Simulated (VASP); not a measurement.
BaTiO3:

```
Ba Ti O
1.0
     4.00600    0.00000    0.00000
     0.00000    4.00600    0.00000
     0.00000    0.00000    4.00600
Ba Ti O
1 1 3
Direct
  0.50000 0.50000 0.50000
  0.00000 0.00000 0.00000
  0.50000 0.00000 0.00000
  0.00000 0.50000 0.00000
  0.00000 0.00000 0.50000
```

Base run:

- Program: VASP 6.6.1
- Functional: PBE
- Potentials or basis: VASP PAW PBE potentials, release 64 (Ba_sv, Ti_sv, O)
- Cutoff: 520 eV
- k mesh: 6 × 6 × 6
- Occupations: gaussian, width 0.01 eV
- Spin: no spin polarisation
- Hubbard terms: Ti d U = 5.0 eV

Its results: band gap on the k mesh 2.34 eV (least direct gap 2.54 eV); pressure 7.4 GPa.

Q: The run is repeated on the same cell with these changes: hubbard terms from Ti d U = 5.0 eV to Ti d U = 1.0 eV. What comes out?

A: Band gap on the k mesh 1.85 eV (least direct gap 2.01 eV); pressure 4.2 GPa.

Caveats: the cell stands under pressure; spin-orbit coupling is left out, which moves the levels of the heavy elements.

A k mesh can miss the band edges.
